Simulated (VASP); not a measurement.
A run of VASP 6.6.1 is set up as follows.

INCAR

```
SYSTEM = ZnSe
ALGO = Normal
EDIFF = 1E-7
ENCUT = 520
GGA = PE
ISIF = 2
ISMEAR = -1
ISPIN = 2
LASPH = .True.
LCHARG = .False.
LORBIT = 11
LREAL = .False.
LWAVE = .False.
MAGMOM = 0 0
NBANDS = 20
NELM = 150
PREC = Accurate
SIGMA = 0.02
```

File KPOINTS:

```
k-points
0
Gamma
  6 6 6
  0 0 0
```

The input POSCAR:

```
ZnSe
1.0
    0.0000000000      2.6587577905      2.6587577905
    2.6587577905      0.0000000000      2.6587577905
    2.6587577905      2.6587577905      0.0000000000
Zn Se
1 1
Direct
    0.0000000000      0.0000000000      0.0000000000
    0.5000000000      0.5000000000      0.5000000000
```

Potentials or basis: VASP PAW PBE potentials, release 64 (Zn, Se).

Command:

```bash
$ cat potpaw_PBE.64/Zn/POTCAR potpaw_PBE.64/Se/POTCAR > POTCAR
$ mpirun -np 1 vasp_std > vasp.out
```

(1) What does it give for the pressure?

(2) Predict the band gap on the k mesh.

(3) Estimate the net moment.

Results:

(1) 2.5 GPa.

(2) zero (filled and empty bands overlap).

(3) 0.00 μB per cell.
